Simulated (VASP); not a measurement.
**Ga2SeS3: single point with PBE**

Ga2SeS3:

```
Ga Se S
1.0
     3.56775    0.00000    0.00000
    -1.78388    3.08976    0.00000
     0.00000    0.00000   11.58223
Ga Se S
2 1 3
Cartesian
  1.7839 1.0299 5.0237
  0.0000 2.0598 1.2644
  0.0000 2.0598 8.9380
  0.0000 0.0000 6.0983
  1.7839 1.0299 2.7730
  0.0000 0.0000 0.0515
```

* Program: VASP 6.6.1
* Task: single point
* Functional: PBE
* Potentials or basis: VASP PAW PBE potentials, release 64 (Ga_d, Se, S)
* Cutoff: 500 eV
* k mesh: 6 × 6 × 2
* Occupations: gaussian, width 0.1 eV
* Spin: no spin polarisation
* Dipole correction: no
* Further INCAR settings: ALGO = Normal; EDIFF = 1e-06; NBANDS = 34

```
Pressure               : 0.2 GPa
Largest force          : 0.138 eV/Å
Band gap on the k mesh : zero (bands 25 and 26 overlap by 1.74 eV)
```

Forces in eV/Å, atoms in the order of the input:
```
Ga   0.000  0.000  0.033
Ga   0.000  0.000  0.018
Se   0.000  0.000  0.088
S    0.000  0.000 -0.138
S    0.000  0.000 -0.021
S    0.000  0.000  0.020
```

Stress tensor (GPa, compression positive):
```
-0.03  0.00  0.00
 0.00 -0.03  0.00
 0.00  0.00  0.55
```

Levels at points of the mesh, in eV from the Fermi level:
```csv
k point,band 22,band 23,band 24,band 25,band 26,band 27,band 28,band 29
"(0.00, 0.00, 0.00)",-0.78,-0.78,0.14,1.25,1.25,1.63,3.00,4.01
"(0.50, 0.00, 0.00)",-2.66,-1.31,-0.96,-0.24,0.37,1.24,1.98,2.79
"(0.00, 0.00, 0.50)",-0.84,-0.78,-0.78,1.25,1.25,2.12,2.95,3.99
"(0.50, 0.00, 0.50)",-2.54,-1.52,-0.94,-0.63,0.34,1.47,2.15,3.00
```

Run time: 79 s on 1 thread of Intel(R) Xeon(R) Platinum 8559C (Emerald Rapids), with other jobs on the host, peak memory 0.25 GiB.
